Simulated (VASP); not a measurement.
Runs of VASP 6.6.1 on Cl. The structure is that of space group P6/mmm (No. 191), or close to it. The cells are those of the table. 

```tsv
task	cell	cutoff (eV)	gap on the mesh (eV)	pressure (GPa)
relaxation of shape and atoms at fixed volume	relaxed from a = 3.854, b = 3.854, c = 2.271 Å, angles 90.0, 90.0, 120.0°, 1 atom	600	none	0.2
single point	a = 2.617, b = 2.617, c = 2.073 Å, angles 90.0, 90.0, 120.0°, 1 atom	520	none	89.2
single point	a = 3.201, b = 3.201, c = 2.252 Å, angles 90.0, 90.0, 120.0°, 1 atom	520	none	(a)
relaxation of shape and atoms at fixed volume	relaxed from a = 3.713, b = 3.713, c = 2.188 Å, angles 90.0, 90.0, 120.0°, 1 atom	600	none	1.1
```

Alike in all rows: level PBE; potentials or basis VASP PAW PBE potentials, release 64 (Cl); no spin polarisation; k mesh 14 × 14 × 13; smearing fermi-dirac 0.1 eV.

**Question.** Estimate the missing entries.

**Answer.** (a) 9.0.

Caveats: an odd number of electrons without spin polarisation forces a metal; a magnetic or distorted state may lie lower; the cell stands under pressure (at least some runs).

A gap of «none» marks levels without a gap at the run's occupations.
